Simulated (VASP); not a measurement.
# La (P6_3/mmc) in VASP: notebook

Runs on La. Level: PBE. Tasks: single point.

Program: VASP 6.6.1. These are calculated values, not measurements. Logs are shortened: lines on timing, memory, paths and dates and some standing lists are left out, and cuts for length are marked.

### Step 1. The cell of the first run

The structure is hexagonal, space group P6_3/mmc (No. 194). Conventional cell: a = 2.750 Å, b = 2.750 Å, c = 4.642 Å, α = 90.00°, β = 90.00°, γ = 120.00°. Within 3.6 Å of La (site symmetry -6m2) lie 12 La at 2.75 to 2.81 Å.

### Step 2. Single point, PBE

INCAR reads:

```
SYSTEM = La
  PREC = Accurate
  ENCUT = 520
  EDIFF = 1E-6
  ISMEAR = -1
  SIGMA = 0.05
  LREAL = .False.
  LASPH = .True.
  NELM = 100
  ALGO = Normal
  ISIF = 2
  LWAVE = .False.
  LCHARG = .False.
  GGA = PE
  NBANDS = 18
```

KPOINTS reads:

```
Automatic mesh
0
Gamma
  16 16 9
  0 0 0
```

POSCAR reads:

```
La
1.0
    2.7500688735      0.0000000000      0.0000000000
   -1.3750344368      2.3816295066      0.0000000000
    0.0000000000      0.0000000000      4.6417618397
La
2
Direct
    0.3333333333      0.6666666667      0.2500000000
    0.6666666667      0.3333333333      0.7500000000
```

Potentials or basis: VASP PAW PBE potentials, release 64 (La).

Launch:

```console
$ cat potpaw_PBE.64/La/POTCAR > POTCAR
$ mpirun -np 1 vasp_std > vasp.out
```

OUTCAR:

```text
SYSTEM = La
   PREC = Accurate
   ENCUT = 520
   EDIFF = 1E-6
   ISMEAR = -1
   LREAL = .False.
   LASPH = .True.
   NELM = 100
   ISIF = 2
   GGA = PE

 ion  position               nearest neighbor table
   1  0.333  0.667  0.250-   2 2.81   2 2.81   2 2.81   2 2.81   2 2.81   2 2.81
   2  0.667  0.333  0.750-   1 2.81   1 2.81   1 2.81   1 2.81   1 2.81   1 2.81

  LATTYP: Found a hexagonal cell.
 ALAT       =     2.7500688735
 C/A-ratio  =     1.6878711237

  Lattice vectors:

 A1 = (   2.7500688735,   0.0000000000,   0.0000000000)
 A2 = (  -1.3750344368,   2.3816295066,   0.0000000000)
 A3 = (   0.0000000000,   0.0000000000,   4.6417618397)

Analysis of symmetry for initial positions (statically):
=====================================================================
 Subroutine PRICEL returns:
 Original cell was already a primitive cell.

 Routine SETGRP: Setting up the symmetry group for a
 hexagonal supercell.

 Subroutine GETGRP returns: Found 24 space group operations
 (whereof 12 operations were pure point group operations)
 out of a pool of 24 trial point group operations.

The static configuration has the point symmetry D_3d.
 The point group associated with its full space group is D_6h.

Analysis of symmetry for dynamics (positions and initial velocities):
=====================================================================
 Subroutine PRICEL returns:
 Original cell was already a primitive cell.

 Routine SETGRP: Setting up the symmetry group for a
 hexagonal supercell.

 Subroutine GETGRP returns: Found 24 space group operations
 (whereof 12 operations were pure point group operations)
 out of a pool of 24 trial point group operations.

The dynamic configuration has the point symmetry D_3d.
 The point group associated with its full space group is D_6h.

 Subroutine INISYM returns: Found 24 space group operations
 (whereof 12 operations are pure point group operations),
 and found     1 'primitive' translations

----------------------------------------------------------------------------------------

                                     Primitive cell

  volume of cell :      30.4019

  direct lattice vectors                    reciprocal lattice vectors
     2.750068874  0.000000000  0.000000000     0.363627257  0.209940295  0.000000000
    -1.375034437  2.381629507  0.000000000     0.000000000  0.419880589  0.000000000
     0.000000000  0.000000000  4.641761840     0.000000000  0.000000000  0.215435439

  length of vectors
     2.750068874  2.750068874  4.641761840     0.419880589  0.419880589  0.215435439

  position of ions in fractional coordinates (direct lattice)
     0.333333333  0.666666667  0.250000000
     0.666666667  0.333333333  0.750000000

  ion indices of the primitive-cell ions
   primitive index   ion index
                 1           1
                 2           2

----------------------------------------------------------------------------------------

 KPOINTS: Automatic mesh

Automatic generation of k-mesh.
 Grid dimensions read from file:
 generate k-points for:   16   16    9

 Generating k-lattice:

  Cartesian coordinates                     Fractional coordinates (reciprocal lattice)
     0.022726704  0.013121268  0.000000000     0.062500000 -0.000000000  0.000000000
     0.000000000  0.026242537  0.000000000     0.000000000  0.062500000  0.000000000
     0.000000000  0.000000000  0.023937271     0.000000000  0.000000000  0.111111111

  Length of vectors
     0.026242537  0.026242537  0.023937271

  Shift w.r.t. Gamma in fractional coordinates (k-lattice)
     0.000000000  0.000000000  0.000000000

 Subroutine IBZKPT returns following result:
 ===========================================

 Found    150 irreducible k-points:

 Following reciprocal coordinates:
            Coordinates               Weight
  0.000000  0.000000  0.000000      1.000000
  0.062500  0.000000  0.000000      6.000000
  0.125000  0.000000  0.000000      6.000000
  0.187500  0.000000  0.000000      6.000000
  0.250000  0.000000  0.000000      6.000000
  0.312500  0.000000  0.000000      6.000000
[... 16 lines left out ...]
  0.187500  0.187500  0.000000      6.000000
  0.250000  0.187500  0.000000     12.000000
 [... further k-points ...]
   k-points           NKPTS =    150   k-points in BZ     NKDIM =    150   number of bands    NBANDS=     18
   number of dos      NEDOS =    301   number of ions     NIONS =      2
   total plane-waves  NPLWV =  14400
   dimension x,y,z NGX =    20 NGY =   20 NGZ =   36
   dimension x,y,z NGXF=    40 NGYF=   40 NGZF=   72
   ions per type =               2
   NGX,Y,Z   is equivalent  to a cutoff of  12.09, 12.09, 12.89 a.u.
   NGXF,Y,Z  is equivalent  to a cutoff of  24.18, 24.18, 25.79 a.u.
 SYSTEM =  La
   PREC   = accura    normal or accurate (medium, high low for compatibility)
   ISTART =      0    job   : 0-new  1-cont  2-samecut
   ICHARG =      2    charge: 1-file 2-atom 10-const
   ISPIN  =      1    spin polarized calculation?
   LNONCOLLINEAR =      F non collinear calculations
   LSORBIT =      F    spin-orbit coupling
   LASPH  =      T    aspherical Exc in radial PAW
   ENCUT  =  520.0 eV  38.22 Ry    6.18 a.u.   5.11  5.11  8.63*2*pi/ulx,y,z
   NELM   =    100;   NELMIN=  2; NELMDL= -5     # of ELM steps
   EDIFF  = 0.1E-05   stopping-criterion for ELM
   LREAL  =      F    real-space projection
   EDIFFG = 0.1E-04   stopping-criterion for IOM
   NSW    =      0    number of steps for IOM
   IBRION =     -1    ionic relax: 0-MD 1-quasi-New 2-CG
   NFREE  =      0    steps in history (QN), initial steepest desc. (CG)
   ISIF   =      2    stress and relaxation
   ISYM   =      2    0-nonsym 1-usesym 2-fastsym
   POTIM  = 0.5000    time-step for ionic-motion
   TEBEG  =    0.0;   TEEND  =   0.0 temperature during run
   PSTRESS=    0.0 pullay stress
   NELECT =      22.0000    total number of electrons
   NUPDOWN=      -1.0000    fix difference up-down
   EMIN   =  10.00;   EMAX   =-10.00  energy-range for DOS
   EFERMI =   0.00;   METHOD = LEGACY
   ISMEAR =    -1;   SIGMA  =   0.05  broadening in eV -4-tet -1-fermi 0-gaus
   EFERMI_NEDOS =   21; number of points for ismear=-14 and -15
   IALGO  =     38    algorithm
   IMIX   =      4    mixing-type and parameters
     AMIX     =   0.40;   BMIX     =  1.00
     AMIX_MAG =   1.60;   BMIX_MAG =  1.00
  volume/ion in A,a.u.               =      15.20       102.58
  Fermi-wavevector in a.u.,A,eV,Ry     =   1.469768  2.777459 29.391558  2.160219
  Thomas-Fermi vector in A             =   2.585106
   LORBIT       =      0    0 simple, 1 ext, 2 COOP (PROOUT), +10 PAW based schemes
   GGA     = PE    functional components
   LHFCALC =     F    Hartree Fock is set to
   AEXX    =    0.0000 exact exchange contribution
   IVDW    =     0    specifies the selected vdW correction
   LEPSILON=     F    determine dielectric tensor
   LRPA    =     F    only Hartree local field effects (RPA)
 non-spin polarized calculation
  energy-cutoff  :      520.00
  volume of cell :       30.40
 maximum number of plane-waves:       837
   NGX = 11   NGY = 11   NGZ = 17

 number of electron      22.0000002 magnetization

 Free energy of the ion-electron system (eV)
  ---------------------------------------------------
  ext. energy  EPLUGINS =         0.00000000
  ---------------------------------------------------
  free energy    TOTEN  =        -2.47525852 eV

  energy without entropy =       -2.46578113  energy(sigma->0) =       -2.47051982

 E-fermi :  20.7571     XC(G=0): -13.8609

 val. band max:       20.7570378858   @ k =   0.2500   0.1875   0.4444
 cond. band min:      20.7949155971   @ k =   0.3125   0.3125   0.2222
 fundamental gap:      0.0378777113
 Fermi energy:        20.7570819883

 k-point     1 :       0.0000    0.0000    0.0000
  band No.  band energies     occupation
      1     -14.6995      2.00000
      2     -11.6837      2.00000
      3      -1.2896      2.00000
      4       8.2600      2.00000
      5       8.2600      2.00000
      6       9.0449      2.00000
[... 10 lines left out ...]
     17      23.3764      0.00000
     18      23.6371      0.00000

 k-point     2 :       0.0625    0.0000    0.0000
  band No.  band energies     occupation
      1     -14.6183      2.00000
      2     -11.6205      2.00000
      3      -1.2014      2.00000
      4       7.6985      2.00000
      5       8.0795      2.00000
      6       9.0078      2.00000
[... 10 lines left out ...]
     17      23.2149      0.00000
     18      23.8682      0.00000

 k-point     3 :       0.1250    0.0000    0.0000
  band No.  band energies     occupation
      1     -14.3776      2.00000
      2     -11.4366      2.00000
      3      -0.9387      2.00000
      4       6.3285      2.00000
      5       7.6305      2.00000
      6       8.1284      2.00000
[... 10 lines left out ...]
     17      23.8282      0.00000
     18      24.1622      0.00000

 k-point     4 :       0.1875    0.0000    0.0000
  band No.  band energies     occupation
      1     -13.9858      2.00000
      2     -11.1510      2.00000
      3      -0.5085      2.00000
      4       4.6335      2.00000
      5       6.6570      2.00000
      6       7.0672      2.00000
[... 375 lines left out ...]
      4       1.0831      2.00000
      5       2.9367      2.00000
      6       4.0765      2.00000
[... 10 lines left out ...]
     17      24.0667      0.00000
     18      24.1436      0.00000

 k-point    23 :       0.1875    0.1875    0.0000
  band No.  band energies     occupation
      1     -12.6898      2.00000
      2     -10.3674      2.00000
      3       0.9557      2.00000
      4       2.1196      2.00000
      5       2.7935      2.00000
      6       5.5495      2.00000
[... 10 lines left out ...]
     17      24.3181      0.00000
     18      24.4979      0.00000

 k-point    24 :       0.2500    0.1875    0.0000
  band No.  band energies     occupation
      1     -12.0693      2.00000
      2     -10.1232      2.00000
      3       1.2168      2.00000
      4       1.6979      2.00000
      5       1.9727      2.00000
      6       4.5678      2.00000
[... 10 lines left out ...]
     17      24.4223      0.00000
     18      24.4986      0.00000

 [... further k-points ...]

------------------------ aborting loop because EDIFF is reached ----------------------------------------

  FORCE on cell =-STRESS in cart. coord.  units (eV):
  Direction    XX          YY          ZZ          XY          YZ          ZX
  --------------------------------------------------------------------------------------
  -------------------------------------------------------------------------------------
  Total       24.6601992     24.6601992     24.7081155     -0.0000000      0.0000000      0.0000000
  in kB     1299.5905252   1299.5905252   1302.1157112     -0.0000000      0.0000000      0.0000000
  external PRESSURE =    1300.4322539 kB  Pullay stress =       0.0000000 kB

 VOLUME and BASIS-vectors are now :
 -----------------------------------------------------------------------------
  energy-cutoff  :      520.00
  volume of cell :       30.40
      direct lattice vectors                 reciprocal lattice vectors
     2.750068874  0.000000000  0.000000000     0.363627257  0.209940295  0.000000000
    -1.375034437  2.381629507  0.000000000     0.000000000  0.419880589  0.000000000
     0.000000000  0.000000000  4.641761840     0.000000000  0.000000000  0.215435439

 POSITION                                       TOTAL-FORCE (eV/Angst)
 -----------------------------------------------------------------------------------
     -0.00000      1.58775      1.16044        -0.000000      0.000000      0.000000
      1.37503      0.79388      3.48132         0.000000     -0.000000      0.000000
 -----------------------------------------------------------------------------------
    total drift:                               -0.000000      0.000000     -0.000000

  FREE ENERGIE OF THE ION-ELECTRON SYSTEM (eV)
  ---------------------------------------------------
  free  energy   TOTEN  =        -2.4752585153 eV

  energy  without entropy=       -2.4657811274  energy(sigma->0) =       -2.47051982
```

Wall time 39 s (1 thread of AMD EPYC 9R45 (Zen 5), shared host); peak memory 0.18 GiB.

Results:

```yaml
Free_energy: -2.4753 eV
Pressure: 130.0 GPa
Band_gap_on_the_k_mesh: zero (bands 11 and 12 overlap by 4.77 eV)
```

Caveat: the cell stands under pressure; spin-orbit coupling is left out, which moves the levels of the heavy elements.

(Continued in part 2 of 2.)
